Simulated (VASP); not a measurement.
Runs of VASP 6.6.1 on Hf2C. The structure is that of space group Fm-3m (No. 225), or close to it. The cells are those of the table. 

```tsv
task	cell	k mesh	cutoff (eV)	gap on the mesh (eV)	pressure (GPa)
single point	a = 4.345 Å, angles 60.0°, 3 atoms	6 × 6 × 6	520	none	-22.7
relaxation of cell and atoms	relaxed from a = 4.345 Å, angles 60.0°, 3 atoms	6 × 6 × 6	600	none	-0.3
single point	a = 4.039 Å, angles 60.0°, 3 atoms	6 × 6 × 6	520	none	-0.7
single point	a = 4.037 Å, angles 60.0°, 3 atoms	14 × 14 × 14	520	none	(a)
```

Alike in all rows: level PBE; potentials or basis VASP PAW PBE potentials, release 64 (Hf_pv, C); no spin polarisation; smearing gaussian 0.1 eV.

Task: Estimate the missing entries.

Result: (a) -0.8.

Caveats: spin-orbit coupling is left out, which moves the levels of the heavy elements.

A k mesh can miss the band edges, and the runs leave out spin-orbit coupling on Hf.

A gap of «none» marks levels without a gap at the run's occupations.
